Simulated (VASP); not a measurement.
Set up this calculation in VASP 6.6.1, as the native input.

```
Task                   : single point
Functional             : PBE
Potentials or basis    : VASP PAW PBE potentials, release 64 (Ba_sv, Ag, F)
Cutoff                 : 520 eV
k mesh                 : 8 × 8 × 8
Occupations            : gaussian, width 0.01 eV
Spin                   : no spin polarisation
Dipole correction      : no
Further INCAR settings : ALGO = Normal; EDIFF = 1e-07; NBANDS = 29
```

The structure of BaAgF3 lies in POSCAR:

```
BaAgF3
1.0
    4.5791502339      0.0000000000      0.0000000000
    0.0000000000      4.5791502339      0.0000000000
    0.0000000000      0.0000000000      4.5791502339
Ba Ag F
1 1 3
Direct
    0.0000000000      0.0000000000      0.0000000000
    0.5000000000      0.5000000000      0.5000000000
    0.0000000000      0.5000000000      0.5000000000
    0.5000000000      0.5000000000      0.0000000000
    0.5000000000      0.0000000000      0.5000000000
```

The input as run:

INCAR

```
  ALGO = Normal
  EDIFF = 1E-7
  ENCUT = 520
  GGA = PE
  ISIF = 2
  ISMEAR = 0
  LASPH = T
  LCHARG = F
  LREAL = F
  LWAVE = F
  NBANDS = 29
  NELM = 100
  PREC = Accurate
  SIGMA = 0.01
```

KPOINTS

```
k-points
0
Gamma
  8 8 8
```

Potentials or basis: VASP PAW PBE potentials, release 64 (Ba_sv, Ag, F).

Launch:

```bash
$ cat potpaw_PBE.64/Ba_sv/POTCAR potpaw_PBE.64/Ag/POTCAR potpaw_PBE.64/F/POTCAR > POTCAR
$ mpirun -np 1 vasp_std > vasp.out
```

It gave:

The pressure is 0.0 GPa. The band gap on the k mesh is 0.26 eV, indirect (least direct gap 2.13 eV).

Caveat: spin-orbit coupling is left out, which moves the levels of the heavy elements.

Wall time 38 s on 1 thread of Intel(R) Xeon(R) 6975P-C (Granite Rapids) (shared host), peak memory 0.26 GiB.
